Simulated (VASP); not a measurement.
# MgS (Fm-3m) in VASP: a series of runs

MgS is run at these levels: PBEsol; tasks: single point.

Program: VASP 6.6.1. These are calculated values, not measurements. Logs are shortened: lines on timing, memory, paths and dates and some standing lists are left out, and cuts for length are marked.

## 1. The cell of the first run

Symmetry: Fm-3m, No. 225, cubic system. Conventional cell: a = 5.130 Å, b = 5.130 Å, c = 5.130 Å, α = 90.00°, β = 90.00°, γ = 90.00°. Mg (site symmetry m-3m) has 6 S at 2.56 Å within 3.4 Å. Within 3.4 Å of S (site symmetry m-3m) lie 6 Mg at 2.56 Å.

## 2. Single point, PBEsol (volume scaled by 0.97)

INCAR

```
PREC     = Accurate       # precision mode
ENCUT    = 520            # plane-wave cutoff, eV
EDIFF    = 1E-6           # SCF threshold, eV
ISMEAR   = 0              # smearing method
SIGMA    = 0.02           # smearing width, eV
LREAL    = False          # projectors in reciprocal space
LASPH    = True           # aspherical terms in the spheres
NELM     = 60             # most SCF steps
ALGO     = Normal         # electronic algorithm
ISIF     = 2              # what is computed and relaxed
LWAVE    = False          # write WAVECAR
LCHARG   = False          # write CHGCAR
GGA      = PS             # functional
NBANDS   = 11             # bands
```

KPOINTS

```
Automatic mesh
0
Gamma
  8 8 8
```

POSCAR

```
MgS
1.0
    0.0000000000      2.5648171580      2.5648171580
    2.5648171580      0.0000000000      2.5648171580
    2.5648171580      2.5648171580      0.0000000000
Mg S
1 1
Direct
    0.0000000000      0.0000000000      0.0000000000
    0.5000000000      0.5000000000      0.5000000000
```

Potentials or basis: VASP PAW PBE potentials, release 64 (Mg, S).

On the command line:

```bash
cat potpaw_PBE.64/Mg/POTCAR potpaw_PBE.64/S/POTCAR > POTCAR
mpirun -np 1 vasp_std > vasp.out
```

OUTCAR:

```text
PREC = Accurate
   ENCUT = 520
   EDIFF = 1E-6
   ISMEAR = 0
   LREAL = False
   LASPH = True
   NELM = 60
   ISIF = 2
   GGA = PS

 ion  position               nearest neighbor table
   1  0.000  0.000  0.000-   2 2.56   2 2.56   2 2.56   2 2.56   2 2.56   2 2.56
   2  0.500  0.500  0.500-   1 2.56   1 2.56   1 2.56   1 2.56   1 2.56   1 2.56

  LATTYP: Found a face centered cubic cell.
 ALAT       =     5.1296343160

  Lattice vectors:

 A1 = (   0.0000000000,   2.5648171580,   2.5648171580)
 A2 = (   2.5648171580,   0.0000000000,   2.5648171580)
 A3 = (   2.5648171580,   2.5648171580,   0.0000000000)

Analysis of symmetry for initial positions (statically):
=====================================================================
 Subroutine PRICEL returns:
 Original cell was already a primitive cell.

 Routine SETGRP: Setting up the symmetry group for a
 face centered cubic supercell.

 Subroutine GETGRP returns: Found 48 space group operations
 (whereof 48 operations were pure point group operations)
 out of a pool of 48 trial point group operations.

The static configuration has the point symmetry O_h .

Analysis of symmetry for dynamics (positions and initial velocities):
=====================================================================
 Subroutine PRICEL returns:
 Original cell was already a primitive cell.

 Routine SETGRP: Setting up the symmetry group for a
 face centered cubic supercell.

 Subroutine GETGRP returns: Found 48 space group operations
 (whereof 48 operations were pure point group operations)
 out of a pool of 48 trial point group operations.

The dynamic configuration has the point symmetry O_h .

 Subroutine INISYM returns: Found 48 space group operations
 (whereof 48 operations are pure point group operations),
 and found     1 'primitive' translations

----------------------------------------------------------------------------------------

                                     Primitive cell

  volume of cell :      33.7442

  direct lattice vectors                    reciprocal lattice vectors
     0.000000000  2.564817158  2.564817158    -0.194945670  0.194945670  0.194945670
     2.564817158  0.000000000  2.564817158     0.194945670 -0.194945670  0.194945670
     2.564817158  2.564817158  0.000000000     0.194945670  0.194945670 -0.194945670

  length of vectors
     3.627199210  3.627199210  3.627199210     0.337655806  0.337655806  0.337655806

  position of ions in fractional coordinates (direct lattice)
     0.000000000  0.000000000  0.000000000
     0.500000000  0.500000000  0.500000000

  ion indices of the primitive-cell ions
   primitive index   ion index
                 1           1
                 2           2

----------------------------------------------------------------------------------------

 KPOINTS: Automatic mesh

Automatic generation of k-mesh.
 Grid dimensions read from file:
 generate k-points for:    8    8    8

 Generating k-lattice:

  Cartesian coordinates                     Fractional coordinates (reciprocal lattice)
    -0.024368209  0.024368209  0.024368209     0.125000000  0.000000000  0.000000000
     0.024368209 -0.024368209  0.024368209     0.000000000  0.125000000  0.000000000
     0.024368209  0.024368209 -0.024368209     0.000000000  0.000000000  0.125000000

  Length of vectors
     0.042206976  0.042206976  0.042206976

  Shift w.r.t. Gamma in fractional coordinates (k-lattice)
     0.000000000  0.000000000  0.000000000

 Subroutine IBZKPT returns following result:
 ===========================================

 Found     29 irreducible k-points:

 Following reciprocal coordinates:
            Coordinates               Weight
  0.000000  0.000000  0.000000      1.000000
  0.125000  0.000000  0.000000      8.000000
  0.250000  0.000000  0.000000      8.000000
  0.375000  0.000000  0.000000      8.000000
  0.500000  0.000000  0.000000      4.000000
  0.125000  0.125000  0.000000      6.000000
[... 16 lines left out ...]
  0.500000  0.250000  0.125000     48.000000
 -0.375000  0.250000  0.125000     24.000000
 [... further k-points ...]
   k-points           NKPTS =     29   k-points in BZ     NKDIM =     29   number of bands    NBANDS=     11
   number of dos      NEDOS =    301   number of ions     NIONS =      2
   total plane-waves  NPLWV =  21952
   dimension x,y,z NGX =    28 NGY =   28 NGZ =   28
   dimension x,y,z NGXF=    56 NGYF=   56 NGZF=   56
   ions per type =               1   1
   NGX,Y,Z   is equivalent  to a cutoff of  12.83, 12.83, 12.83 a.u.
   NGXF,Y,Z  is equivalent  to a cutoff of  25.67, 25.67, 25.67 a.u.
 SYSTEM =  unknown system
   PREC   = accura    normal or accurate (medium, high low for compatibility)
   ISTART =      0    job   : 0-new  1-cont  2-samecut
   ICHARG =      2    charge: 1-file 2-atom 10-const
   ISPIN  =      1    spin polarized calculation?
   LNONCOLLINEAR =      F non collinear calculations
   LSORBIT =      F    spin-orbit coupling
   LASPH  =      T    aspherical Exc in radial PAW
   ENCUT  =  520.0 eV  38.22 Ry    6.18 a.u.   6.74  6.74  6.74*2*pi/ulx,y,z
   NELM   =     60;   NELMIN=  2; NELMDL= -5     # of ELM steps
   EDIFF  = 0.1E-05   stopping-criterion for ELM
   LREAL  =      F    real-space projection
   EDIFFG = 0.1E-04   stopping-criterion for IOM
   NSW    =      0    number of steps for IOM
   IBRION =     -1    ionic relax: 0-MD 1-quasi-New 2-CG
   NFREE  =      0    steps in history (QN), initial steepest desc. (CG)
   ISIF   =      2    stress and relaxation
   ISYM   =      2    0-nonsym 1-usesym 2-fastsym
   POTIM  = 0.5000    time-step for ionic-motion
   TEBEG  =    0.0;   TEEND  =   0.0 temperature during run
   PSTRESS=    0.0 pullay stress
   NELECT =       8.0000    total number of electrons
   NUPDOWN=      -1.0000    fix difference up-down
   EMIN   =  10.00;   EMAX   =-10.00  energy-range for DOS
   EFERMI =   0.00;   METHOD = LEGACY
   ISMEAR =     0;   SIGMA  =   0.02  broadening in eV -4-tet -1-fermi 0-gaus
   EFERMI_NEDOS =   21; number of points for ismear=-14 and -15
   IALGO  =     38    algorithm
   IMIX   =      4    mixing-type and parameters
     AMIX     =   0.40;   BMIX     =  1.00
     AMIX_MAG =   1.60;   BMIX_MAG =  1.00
  volume/ion in A,a.u.               =      16.87       113.86
  Fermi-wavevector in a.u.,A,eV,Ry     =   1.013223  1.914714 13.968027  1.026621
  Thomas-Fermi vector in A             =   2.146379
   LORBIT       =      0    0 simple, 1 ext, 2 COOP (PROOUT), +10 PAW based schemes
   GGA     = PS    functional components
   LHFCALC =     F    Hartree Fock is set to
   AEXX    =    0.0000 exact exchange contribution
   IVDW    =     0    specifies the selected vdW correction
   LEPSILON=     F    determine dielectric tensor
   LRPA    =     F    only Hartree local field effects (RPA)
 non-spin polarized calculation
 Gauss-broadening in eV      SIGMA  =   0.02
  energy-cutoff  :      520.00
  volume of cell :       33.74
 maximum number of plane-waves:       934
   NGX = 13   NGY = 13   NGZ = 13

 number of electron       7.9999998 magnetization

 Free energy of the ion-electron system (eV)
  ---------------------------------------------------
  ext. energy  EPLUGINS =         0.00000000
  ---------------------------------------------------
  free energy    TOTEN  =        -9.06799655 eV

  energy without entropy =       -9.06799655  energy(sigma->0) =       -9.06799655

 E-fermi :   4.2424     XC(G=0): -10.0148

 val. band max:        4.0668003503   @ k =   0.0000   0.0000   0.0000
 cond. band min:       6.8584738620   @ k =   0.5000   0.5000   0.0000
 fundamental gap:      2.7916735117
 Fermi energy:         4.2423765541

 k-point     1 :       0.0000    0.0000    0.0000
  band No.  band energies     occupation
      1      -8.8696      2.00000
      2       4.0668      2.00000
      3       4.0668      2.00000
      4       4.0668      2.00000
      5       8.0030      0.00000
      6      11.8904      0.00000
      7      11.8904      0.00000
      8      11.8904      0.00000
      9      14.4232      0.00000
     10      14.4232      0.00000
     11      16.4617      0.00000

 k-point     2 :       0.1250    0.0000    0.0000
  band No.  band energies     occupation
      1      -8.7062      2.00000
      2       2.9686      2.00000
      3       3.9540      2.00000
      4       3.9540      2.00000
      5       8.7903      0.00000
      6      11.6018      0.00000
      7      12.1634      0.00000
      8      12.1634      0.00000
      9      13.8003      0.00000
     10      13.8003      0.00000
     11      16.9396      0.00000

 k-point     3 :       0.2500    0.0000    0.0000
  band No.  band energies     occupation
      1      -8.2613      2.00000
      2       1.1087      2.00000
      3       3.7102      2.00000
      4       3.7102      2.00000
      5       9.0479      0.00000
      6      11.8492      0.00000
      7      11.8492      0.00000
      8      12.5283      0.00000
      9      14.3599      0.00000
     10      14.3599      0.00000
     11      16.1192      0.00000

 k-point     4 :       0.3750    0.0000    0.0000
  band No.  band energies     occupation
      1      -7.7096      2.00000
      2      -0.4346      2.00000
      3       3.4973      2.00000
      4       3.4973      2.00000
      5       8.6847      0.00000
      6      11.1890      0.00000
      7      11.1890      0.00000
      8      14.2371      0.00000
      9      15.6962      0.00000
     10      16.3832      0.00000
     11      16.3832      0.00000
[... 239 lines left out ...]
 k-point    22 :       0.3750    0.2500    0.1250
  band No.  band energies     occupation
      1      -7.9105      2.00000
      2       0.8326      2.00000
      3       2.4839      2.00000
      4       3.3265      2.00000
      5       9.9818      0.00000
      6      10.4006      0.00000
      7      11.2017      0.00000
      8      13.3955      0.00000
      9      14.2120      0.00000
     10      17.1764      0.00000
     11      19.1813      0.00000

 k-point    23 :       0.5000    0.2500    0.1250
  band No.  band energies     occupation
      1      -7.4410      2.00000
      2      -0.0816      2.00000
      3       1.9084      2.00000
      4       2.9885      2.00000
      5       9.7220      0.00000
      6      10.4337      0.00000
      7      11.8791      0.00000
      8      13.1885      0.00000
      9      15.8679      0.00000
     10      18.5267      0.00000
     11      19.1709      0.00000

 k-point    24 :      -0.3750    0.2500    0.1250
  band No.  band energies     occupation
      1      -7.2128      2.00000
      2      -0.5152      2.00000
      3       1.7571      2.00000
      4       2.8170      2.00000
      5       9.6679      0.00000
      6      10.1444      0.00000
      7      12.5486      0.00000
      8      13.6062      0.00000
      9      16.4169      0.00000
     10      17.6549      0.00000
     11      19.7473      0.00000

 [... further k-points ...]

------------------------ aborting loop because EDIFF is reached ----------------------------------------

  FORCE on cell =-STRESS in cart. coord.  units (eV):
  Direction    XX          YY          ZZ          XY          YZ          ZX
  --------------------------------------------------------------------------------------
  -------------------------------------------------------------------------------------
  Total        0.4930061      0.4930061      0.4930061      0.0000000      0.0000000      0.0000000
  in kB       23.4079621     23.4079621     23.4079621      0.0000000      0.0000000      0.0000000
  external PRESSURE =      23.4079621 kB  Pullay stress =       0.0000000 kB

 VOLUME and BASIS-vectors are now :
 -----------------------------------------------------------------------------
  energy-cutoff  :      520.00
  volume of cell :       33.74
      direct lattice vectors                 reciprocal lattice vectors
     0.000000000  2.564817158  2.564817158    -0.194945670  0.194945670  0.194945670
     2.564817158  0.000000000  2.564817158     0.194945670 -0.194945670  0.194945670
     2.564817158  2.564817158  0.000000000     0.194945670  0.194945670 -0.194945670

 POSITION                                       TOTAL-FORCE (eV/Angst)
 -----------------------------------------------------------------------------------
      0.00000      0.00000      0.00000         0.000000      0.000000      0.000000
      2.56482      2.56482      2.56482        -0.000000     -0.000000      0.000000
 -----------------------------------------------------------------------------------
    total drift:                                0.000000      0.000000      0.000000

  FREE ENERGIE OF THE ION-ELECTRON SYSTEM (eV)
  ---------------------------------------------------
  free  energy   TOTEN  =        -9.0679965503 eV

  energy  without entropy=       -9.0679965503  energy(sigma->0) =       -9.06799655
```

It took 8.1 s on 1 thread of Intel Xeon Platinum 8488C (Sapphire Rapids), shared host; peak memory 0.16 GiB.

Results:

| Property | Result |
| --- | --- |
| Free energy | -9.0680 eV |
| Pressure | 2.3 GPa |
| Band gap on the k mesh | 2.79 eV, indirect (least direct gap 3.94 eV) |

Caveat: the PAW data sets were made with another functional, which shifts forces and pressure a little.

## 3. Single point, PBEsol (volume scaled by 0.94)

INCAR

```
SYSTEM = MgS
PREC = Accurate ; ENCUT = 520
EDIFF = 1E-6 ; ISMEAR = 0
SIGMA = 0.02 ; LREAL = .FALSE.
LASPH = .TRUE. ; NELM = 60
ALGO = Normal ; ISIF = 2
LWAVE = .FALSE. ; LCHARG = .FALSE.
GGA = PS ; NBANDS = 11
```

KPOINTS

```
Automatic mesh
0
G
  8 8 8
  0 0 0
```

POSCAR

```
MgS
1.0
    0.0000000000      2.5380983696      2.5380983696
    2.5380983696      0.0000000000      2.5380983696
    2.5380983696      2.5380983696      0.0000000000
Mg S
1 1
Direct
    0.0000000000      0.0000000000      0.0000000000
    0.5000000000      0.5000000000      0.5000000000
```

Potentials or basis: VASP PAW PBE potentials, release 64 (Mg, S).

On the command line:

```bash
cat potpaw_PBE.64/Mg/POTCAR potpaw_PBE.64/S/POTCAR > POTCAR
mpirun -np 1 vasp_std > vasp.out
```

OUTCAR:

```text
SYSTEM = MgS
   PREC = Accurate
   ENCUT = 520
   EDIFF = 1E-6
   ISMEAR = 0
   LREAL = .FALSE.
   LASPH = .TRUE.
   NELM = 60
   ISIF = 2
   GGA = PS

 ion  position               nearest neighbor table
   1  0.000  0.000  0.000-   2 2.54   2 2.54   2 2.54   2 2.54   2 2.54   2 2.54
   2  0.500  0.500  0.500-   1 2.54   1 2.54   1 2.54   1 2.54   1 2.54   1 2.54

  LATTYP: Found a face centered cubic cell.
 ALAT       =     5.0761967392

  Lattice vectors:

 A1 = (   0.0000000000,   2.5380983696,   2.5380983696)
 A2 = (   2.5380983696,   0.0000000000,   2.5380983696)
 A3 = (   2.5380983696,   2.5380983696,   0.0000000000)

Analysis of symmetry for initial positions (statically):
=====================================================================
 Subroutine PRICEL returns:
 Original cell was already a primitive cell.

 Routine SETGRP: Setting up the symmetry group for a
 face centered cubic supercell.

 Subroutine GETGRP returns: Found 48 space group operations
 (whereof 48 operations were pure point group operations)
 out of a pool of 48 trial point group operations.

The static configuration has the point symmetry O_h .

Analysis of symmetry for dynamics (positions and initial velocities):
[... 173 lines left out ...]
      6      12.1619      0.00000
      7      12.1619      0.00000
      8      12.1619      0.00000
      9      14.7523      0.00000
     10      14.7523      0.00000
     11      16.8300      0.00000
[... 309 lines left out ...]
 k-point    24 :      -0.3750    0.2500    0.1250
  band No.  band energies     occupation
      1      -7.0076      2.00000
      2      -0.3813      2.00000
      3       1.9552      2.00000
      4       3.0545      2.00000
      5      10.0340      0.00000
      6      10.5060      0.00000
      7      12.9466      0.00000
      8      14.0566      0.00000
      9      16.8545      0.00000
     10      18.2424      0.00000
     11      20.2409      0.00000

 [... further k-points ...]

------------------------ aborting loop because EDIFF is reached ----------------------------------------

  FORCE on cell =-STRESS in cart. coord.  units (eV):
  Direction    XX          YY          ZZ          XY          YZ          ZX
  --------------------------------------------------------------------------------------
  -------------------------------------------------------------------------------------
  Total        1.0820189      1.0820189      1.0820189      0.0000000     -0.0000000      0.0000000
  in kB       53.0139412     53.0139412     53.0139412      0.0000000     -0.0000000      0.0000000
  external PRESSURE =      53.0139412 kB  Pullay stress =       0.0000000 kB

 VOLUME and BASIS-vectors are now :
 -----------------------------------------------------------------------------
  energy-cutoff  :      520.00
  volume of cell :       32.70
      direct lattice vectors                 reciprocal lattice vectors
     0.000000000  2.538098370  2.538098370    -0.196997881  0.196997881  0.196997881
     2.538098370  0.000000000  2.538098370     0.196997881 -0.196997881  0.196997881
     2.538098370  2.538098370  0.000000000     0.196997881  0.196997881 -0.196997881

 POSITION                                       TOTAL-FORCE (eV/Angst)
 -----------------------------------------------------------------------------------
      0.00000      0.00000      0.00000        -0.000000     -0.000000     -0.000000
      2.53810      2.53810      2.53810         0.000000      0.000000      0.000000
 -----------------------------------------------------------------------------------
    total drift:                                0.000000      0.000000      0.000000

  FREE ENERGIE OF THE ION-ELECTRON SYSTEM (eV)
  ---------------------------------------------------
  free  energy   TOTEN  =        -9.0430809334 eV

  energy  without entropy=       -9.0430809334  energy(sigma->0) =       -9.04308093
```

It took 8.4 s on 1 thread of Intel Xeon Platinum 8488C (Sapphire Rapids), shared host; peak memory 0.15 GiB.

Results:

```
Free energy            : -9.0431 eV
Pressure               : 5.3 GPa
Band gap on the k mesh : 2.85 eV, indirect (least direct gap 4.20 eV)
```

Caveat: the PAW data sets were made with another functional, which shifts forces and pressure a little.

(Continued in part 2 of 3.)
